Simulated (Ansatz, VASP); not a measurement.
# Two plane-wave programs on CoPt2O2

```xyz
5
Lattice="2.8102 0.0000 0.0000 -1.4051 2.4337 0.0000 0.0000 0.0000 20.8989" Properties=species:S:1:pos:R:3 pbc="T T T"
Pt    1.4051    0.8112    7.5000
Pt    0.0000    1.6225   13.3989
O     1.4051    0.8112    9.4862
O     0.0000    1.6225   11.4127
Co    0.0000    0.0000   10.4494
```

Alike in both runs: task single point; functional PBEsol; k mesh 12 × 12 × 3; occupations gaussian, width 0.1 eV; no spin polarisation.

|  | VASP | Ansatz |
| --- | --- | --- |
| version | VASP 6.6.1 | Ansatz 0.2.0 |
| potentials or method | VASP PAW PBE potentials, release 64 (Pt, O, Co), cutoff 520 eV | scalar-relativistic, plane waves, PAW |
| valence electrons in the cell | 41 | 65 |

|  | VASP | Ansatz | Ansatz less VASP |
| --- | --- | --- | --- |
| gap on the k mesh at the Fermi level (eV) | none | none | - |
| rms of the force components (eV/Å) | 0.304 | 0.283 | -0.0214 |
| work function, face that differs most (eV) | 5.46 | 5.46 | 0.000 |

VASP's potentials were made for PBE, not for PBEsol. A gap of «none» marks a metal or a gap that the smearing closes. With one functional, cell and mesh, what is left measures potentials, basis and numerics. VASP's potentials hold 41 valence electrons a cell and Ansatz's 65, so a difference there can come from the potentials and not from the codes.

Spin-orbit coupling is off throughout.
